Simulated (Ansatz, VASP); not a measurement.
## GaAs: VASP beside Ansatz

File POSCAR:

```
GaAs
1.0
    3.7321680210      0.0000000000      0.0000000000
   -1.8660840105      3.2321523174      0.0000000000
    0.0000000000      0.0000000000      6.3327909813
Ga As
2 2
Direct
    0.0000000000      0.0000000000      0.0000000000
    0.0000000000      0.0000000000      0.5000000000
    0.3333333333      0.6666666667      0.2500000000
    0.6666666667      0.3333333333      0.7500000000
```

File INCAR.step1:

```
ALGO     = Normal         # electronic algorithm
EDIFF    = 1E-5           # SCF threshold, eV
ENCUT    = 520            # plane-wave cutoff, eV
GGA      = PE             # functional
ISIF     = 2              # what is computed and relaxed
ISMEAR   = -1             # smearing method
LASPH    = True           # aspherical terms in the spheres
LCHARG   = False          # write CHGCAR
LREAL    = False          # projectors in reciprocal space
LWAVE    = True           # write WAVECAR
NBANDS   = 26             # bands
NELM     = 80             # most SCF steps
PREC     = Accurate       # precision mode
SIGMA    = 0.02           # smearing width, eV
```

Contents of INCAR.step2:

```
AEXX     = 0.05           # exact-exchange fraction
ALGO     = Normal         # electronic algorithm
EDIFF    = 1E-6           # SCF threshold, eV
ENCUT    = 520            # plane-wave cutoff, eV
GGA      = PE             # functional
ISIF     = 2              # what is computed and relaxed
ISMEAR   = -1             # smearing method
ISTART   = 1            
LASPH    = True           # aspherical terms in the spheres
LCHARG   = False          # write CHGCAR
LHFCALC  = True           # exact exchange
LREAL    = False          # projectors in reciprocal space
LWAVE    = False          # write WAVECAR
NBANDS   = 26             # bands
NELM     = 80             # most SCF steps
PREC     = Accurate       # precision mode
PRECFOCK = Normal       
SIGMA    = 0.02           # smearing width, eV
```

KPOINTS

```
k-points
0
Gamma
  6 6 2
```

Input for Ansatz:

```yaml
crystal:
  lattice:
    - [3.732168021, 0.0, 0.0]
    - [-1.8660840105, 3.2321523174, 0.0]
    - [0.0, 0.0, 6.3327909813]
  atoms:
    - { symbol: Ga, position: [0.0, 0.0, 0.0] }
    - { symbol: Ga, position: [0.0, 0.0, 0.5] }
    - { symbol: As, position: [0.3333333333, 0.6666666667, 0.25] }
    - { symbol: As, position: [0.6666666667, 0.3333333333, 0.75] }
kpoints:
  mp_grid: { grid: [6, 6, 2] }
hamiltonian:
  xc: { exchange: pbe, correlation: pbe, exx: { coeff: 0.05 } }
scf:
  occupations: { method: fermi_dirac, width: 0.02 }
  n_extra_bands: 5
output:
  forces: true
  stress: true
  eigenvalues: true
```

Alike in both runs: task single point; functional PBE-based global hybrid with a share of 0.05 of exact exchange; k mesh 6 × 6 × 2; occupations fermi-dirac, width 0.02 eV; no spin polarisation.

|  | VASP | Ansatz |
| --- | --- | --- |
| version | VASP 6.6.1 | Ansatz 0.2.0 |
| potentials or method | VASP PAW PBE potentials, release 64 (Ga_d, As) | plane waves |
| plane-wave cutoff (eV) | 520 | 420 |
| valence electrons in the cell | 36 | 56 |

```tsv
	VASP	Ansatz	Ansatz less VASP
pressure (GPa)	2.2	2.0	-0.20
traceless stress, the component that is largest in VASP (GPa)	2.06	2.01	-0.045
```

VASP's potentials were made for PBE, not for PBE-based global hybrid. VASP's potentials hold 36 valence electrons a cell and Ansatz's 56, so a difference there can come from the potentials and not from the codes. Ansatz's warnings: filled band counts differ across k points, stress exchange threshold loose, stress scf threshold loose.

The k mesh is coarse, so the values compare programs but aren't converged.
